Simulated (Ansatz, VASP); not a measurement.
## Co: VASP beside Ansatz

```
CELL_PARAMETERS angstrom
-1.20295 1.20295 3.89723
1.20295 -1.20295 3.89723
1.20295 1.20295 -3.89723
ATOMIC_POSITIONS crystal
Co 0.85829 0.85829 0.00000
Co 0.14171 0.14171 0.00000
```

Alike in both runs: task relaxation of cell and atoms; functional PBEsol; k mesh 10 × 10 × 10; occupations gaussian, width 0.1 eV; collinear spin.

|  | VASP | Ansatz |
| --- | --- | --- |
| version | VASP 6.6.1 | Ansatz 0.2.0 |
| potentials or method | VASP PAW PBE potentials, release 64 (Co), cutoff 600 eV | scalar-relativistic, plane waves, PAW |
| valence electrons in the cell | 18 | 34 |

|  | VASP | Ansatz | Ansatz less VASP |
| --- | --- | --- | --- |
| gap on the k mesh at the Fermi level, each at its own relaxed structure (eV) | none | none | - |
| net moment per atom (μB) | 1.49 | 1.50 | +0.002 |
| size of the moment on the site where the two differ most (μB) | 1.49 | 1.53 | +0.034 |
| relaxed volume (Å³/atom) | 11.27 | 11.32 | +0.049 |
| relaxed cell length with the largest relative difference (Å) | 4.251 | 4.259 | +0.0085 |

VASP's potentials were made for PBE, not for PBEsol. Site moments also hang on the region over which each program counts them. A gap of «none» marks a metal or a gap that the smearing closes. VASP's potentials hold 18 valence electrons a cell and Ansatz's 34, so a difference there can come from the potentials and not from the codes.

The k mesh is coarse, so the values compare programs but aren't converged.
